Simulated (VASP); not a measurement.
Wanted: the native input for a VASP 6.6.1 run.

| Quantity | Value |
| --- | --- |
| Task | relaxation of cell and atoms |
| Functional | PBE |
| Potentials or basis | VASP PAW PBE potentials, release 64 (Mg, Zn, O) |
| Cutoff | 600 eV |
| k mesh | 4 × 4 × 4 |
| Occupations | gaussian, width 0.2 eV |
| Spin | no spin polarisation |
| Dipole correction | no |
| Further INCAR settings | ALGO = Normal; EDIFF = 1e-06; IBRION = 2; EDIFFG = -0.08; NSW = 36; ISIF = 3 |

The structure of MgZn4O lies in POSCAR:

```
MgZn4O
1.0
    2.7180994300     -4.6424698100      0.0000000000
    2.7180994300      4.6424698100      0.0000000000
   -1.9360911900      0.0000000000      3.9800900400
Mg Zn O
1 4 1
Direct
    0.0000000000      0.0000000000      0.5000000000
    0.0000000000      0.0000000000      0.0000000000
    0.7159208900      0.2840791100      0.0000000000
    0.2840791100      0.7159208900      0.0000000000
    0.5000000000      0.5000000000      0.0000000000
    0.5000000000      0.5000000000      0.5000000000
```

The cell was built from a structure type or drawn by symmetry, and may not be a known phase.

One way to write it, as run:

INCAR

```
SYSTEM = MgZn4O
PREC     = Accurate       ! precision mode
ENCUT    = 600            ! plane-wave cutoff, eV
EDIFF    = 1E-6           ! SCF threshold, eV
ISMEAR   = 0              ! smearing method
SIGMA    = 0.2            ! smearing width, eV
LREAL    = .False.        ! projectors in reciprocal space
LASPH    = .True.         ! aspherical terms in the spheres
NELM     = 60             ! most SCF steps
ALGO     = Normal         ! electronic algorithm
ISIF     = 3              ! what is computed and relaxed
LWAVE    = .False.        ! write WAVECAR
LCHARG   = .False.        ! write CHGCAR
GGA      = PE             ! functional
IBRION   = 2              ! ionic algorithm
NSW      = 36             ! ionic steps
EDIFFG   = -0.08          ! ionic threshold
```

KPOINTS

```
Automatic mesh
0
Gamma
  4 4 4
  0 0 0
```

Potentials or basis: VASP PAW PBE potentials, release 64 (Mg, Zn, O).

Run with:

```console
$ cat potpaw_PBE.64/Mg/POTCAR potpaw_PBE.64/Zn/POTCAR potpaw_PBE.64/O/POTCAR > POTCAR
$ mpirun -np 1 vasp_std > vasp.out
```

Results of the run:

* Relaxed volume: 19.69 Å³/atom
* Relaxed cell: a = 5.770 Å, b = 5.770 Å, c = 5.326 Å, α = 99.94°, β = 99.94°, γ = 132.51°
* Space group after relaxing (to 0.1 Å): Fmmm (No. 69)
* Energy gained by relaxing: 531.9 meV/atom
* Ionic steps: 11
* Pressure after relaxing: 0.1 GPa
* Largest force after relaxing: 0.009 eV/Å
* Band gap on the k mesh: zero (bands 28 and 29 overlap by 1.10 eV)

Caveat: the k points lie up to 0.40 Å⁻¹ apart in the final cell, too coarse for converged energies and pressures of a metal; the volume moved by over 15 % at a fixed basis, so the end points are rough.

It took 11 min on 1 thread of AMD EPYC 9R45 (Zen 5), with other jobs on the host, peak memory 0.31 GiB.
